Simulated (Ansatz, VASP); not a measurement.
YHf in VASP and in Ansatz

Contents of INCAR:

```
SYSTEM = YHf
  PREC = Accurate
  ENCUT = 520
  EDIFF = 1E-7
  ISMEAR = 0
  SIGMA = 0.1
  LREAL = .FALSE.
  LASPH = .TRUE.
  NELM = 100
  ALGO = Fast
  ISIF = 2
  LWAVE = .FALSE.
  LCHARG = .FALSE.
  GGA = PE
  NBANDS = 29
```

File KPOINTS:

```
regular mesh
0
G
  4 4 4
  0 0 0
```

The input POSCAR:

```
YHf
1.0
    0.0000000000      3.4995509200      3.4995509200
    3.4995509200      0.0000000000      3.4995509200
    3.4995509200      3.4995509200      0.0000000000
Y Hf
2 2
Direct
    0.0000000000      0.0000000000      0.0000000000
    0.2500000000      0.2500000000      0.2500000000
    0.5000000000      0.5000000000      0.5000000000
    0.7500000000      0.7500000000      0.7500000000
```

Input for Ansatz:

```yaml
crystal:
  lattice:
    - [0.0, 3.49955092, 3.49955092]
    - [3.49955092, 0.0, 3.49955092]
    - [3.49955092, 3.49955092, 0.0]
  atoms:
    - { symbol: "Y", position: [0.0, 0.0, 0.0] }
    - { symbol: "Y", position: [0.25, 0.25, 0.25] }
    - { symbol: Hf, position: [0.5, 0.5, 0.5] }
    - { symbol: Hf, position: [0.75, 0.75, 0.75] }
basis:
  ecutwfc: 420
kpoints:
  mp_grid: { grid: [4, 4, 4] }
hamiltonian:
  xc: pbe
scf:
  occupations: { method: gaussian, width: 0.1 }
  lower_state_search: "off"
output:
  forces: true
  stress: true
  eigenvalues: true
```

Change from the starting cell: species swapped into the NaTl type (Fd-3m, No. 227).

Alike in both runs: task single point; functional PBE; k mesh 4 × 4 × 4; occupations gaussian, width 0.1 eV; no spin polarisation.

|  | VASP | Ansatz |
| --- | --- | --- |
| version | VASP 6.6.1 | Ansatz 0.2.0 |
| potentials or method | VASP PAW PBE potentials, release 64 (Y_sv, Hf_pv), cutoff 520 eV | scalar-relativistic, plane waves, PAW |
| valence electrons in the cell | 42 | 74 |

```csv
,VASP,Ansatz,Ansatz less VASP
gap on the k mesh at the Fermi level (eV),none,none,-
pressure (GPa),17.5,17.8,+0.27
```

A gap of «none» marks a metal or a gap that the smearing closes. The functional is the same, so the differences come from potentials, cutoffs and numerics. VASP's potentials hold 42 valence electrons a cell and Ansatz's 74, so a difference there can come from the potentials and not from the codes.

The k mesh is coarse, so the values compare programs but aren't converged. Neither program's run includes spin-orbit coupling.
